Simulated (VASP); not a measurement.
Set up this calculation in VASP 6.6.1, as the native input.

```yaml
Task: single point
Functional: LDA
Potentials_or_basis: VASP PAW LDA potentials, release 64 (Ti_sv, Zn)
Cutoff: 520 eV
k_mesh: 10 × 10 × 10
Occupations: gaussian, width 0.1 eV
Spin: no spin polarisation
Dipole_correction: no
Further_INCAR_settings: ALGO = Normal; EDIFF = 1e-06; NBANDS = 19
```

The structure of TiZn lies in POSCAR:

```
TiZn
1.0
    3.1237480000      0.0000000000      0.0000000000
    0.0000000000      3.1237480000      0.0000000000
    0.0000000000      0.0000000000      3.1237480000
Ti Zn
1 1
Direct
    0.5000000000      0.5000000000      0.5000000000
    0.0000000000      0.0000000000      0.0000000000
```

The input as run:

INCAR

```
SYSTEM = TiZn
  PREC = Accurate
  ENCUT = 520
  EDIFF = 1E-6
  ISMEAR = 0
  SIGMA = 0.1
  LREAL = .FALSE.
  LASPH = .TRUE.
  NELM = 60
  ALGO = Normal
  ISIF = 2
  LWAVE = .FALSE.
  LCHARG = .TRUE.
  GGA = CA
  LELF = .TRUE.
  LVHAR = .TRUE.
  NBANDS = 19
```

KPOINTS

```
regular mesh
0
G
  10 10 10
  0 0 0
```

Potentials or basis: VASP PAW LDA potentials, release 64 (Ti_sv, Zn).

The run is started by

```sh
$ cat potpaw_LDA.64/Ti_sv/POTCAR potpaw_LDA.64/Zn/POTCAR > POTCAR
$ mpirun -np 1 vasp_std > vasp.out
```

It gave:

| Item | Value |
| --- | --- |
| Pressure | -6.7 GPa |
| Band gap on the k mesh | zero (band 12 reaches 5.99 eV, above the bottom of band 13 at 5.81 eV) |

Wall time 11 s on 1 thread of Intel(R) Xeon(R) Platinum 8488C (Sapphire Rapids), with other jobs on the host, peak memory 0.15 GiB.
